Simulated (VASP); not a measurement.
Input of a VASP 6.6.1 run:

INCAR

```
SYSTEM = TiN
PREC     = Accurate       ! precision mode
ENCUT    = 520            ! plane-wave cutoff, eV
EDIFF    = 1E-7           ! SCF threshold, eV
ISMEAR   = -1             ! smearing method
SIGMA    = 0.08           ! smearing width, eV
LREAL    = .FALSE.        ! projectors in reciprocal space
LASPH    = .TRUE.         ! aspherical terms in the spheres
NELM     = 100            ! most SCF steps
ALGO     = Normal         ! electronic algorithm
ISIF     = 2              ! what is computed and relaxed
LWAVE    = .FALSE.        ! write WAVECAR
LCHARG   = .FALSE.        ! write CHGCAR
LDIPOL   = .TRUE.       
IDIPOL   = 3            
DIPOL    = 0.5 0.5 0.500
GGA      = PE             ! functional
NBANDS   = 25             ! bands
EFIELD   = -0.5
```

KPOINTS

```
Automatic mesh
0
G
  12 12 1
  0 0 0
```

Contents of POSCAR:

```
TiN
1.0
    3.0032769429      0.0000000000      0.0000000000
    0.0000000000      3.0032769429      0.0000000000
    0.0000000000      0.0000000000     18.1236000000
Ti N
2 2
Direct
    0.0000000000      0.0000000000      0.4470289685
    0.5000000000      0.5000000000      0.5529710348
    0.5000000000      0.5000000000      0.4390954988
    0.0000000000      0.0000000000      0.5609044979
```

Potentials or basis: VASP PAW PBE potentials, release 64 (Ti_sv, N).

The run is started by

```console
$ cat potpaw_PBE.64/Ti_sv/POTCAR potpaw_PBE.64/N/POTCAR > POTCAR
$ mpirun -np 1 vasp_std > vasp.out
```

(1) What does it give for the band gap on the k mesh?

(2) Predict the largest force.

## Answers

(1) zero (band 17 reaches 1.60 eV, above the bottom of band 18 at -1.09 eV).

(2) 0.145 eV/Å.
